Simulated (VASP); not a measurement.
## WC: single point with r2SCAN

WC:

```
W C
1.0
     0.00000    2.19268    2.19268
     2.19268    0.00000    2.19268
     2.19268    2.19268    0.00000
W C
1 1
Cartesian
  0.0000 0.0000 0.0000
  2.1927 2.1927 2.1927
```

```yaml
Program: VASP 6.6.1
Task: single point
Functional: r2SCAN
Potentials_or_basis: VASP PAW PBE potentials, release 64 (W_sv, C_h)
Cutoff: 1430 eV
k_mesh: 18 × 18 × 18
Occupations: gaussian, width 0.15 eV
Spin: no spin polarisation
Dipole_correction: no
Further_INCAR_settings: ALGO = Normal; EDIFF = 1e-06; NBANDS = 16
```

```yaml
Pressure: -3.8 GPa
Band_gap_on_the_k_mesh: zero (bands 9 and 10 overlap by 3.29 eV)
```

Levels at points of the mesh, in eV from the Fermi level:
```tsv
k point	band 5	band 6	band 7	band 8	band 9	band 10	band 11	band 12	band 13	band 14
(0.00, 0.00, 0.00)	-16.70	-2.83	-2.83	-2.83	-1.15	-1.15	-1.15	-1.02	-1.02	7.03
(0.50, 0.00, 0.00)	-12.06	-10.19	-6.93	-6.93	1.10	1.10	2.50	5.36	9.18	9.18
(0.50, 0.50, 0.00)	-14.50	-5.90	-5.88	-2.70	-2.70	0.86	2.35	2.35	5.72	7.68
```

It took 8.6 min on 1 thread of Intel(R) Xeon(R) Platinum 8488C (Sapphire Rapids), on a shared host, peak memory 0.51 GiB.

Caveat: the cell stands under tension; the PAW data sets were made with another functional, which shifts forces and pressure a little; spin-orbit coupling is left out, which moves the levels of the heavy elements.
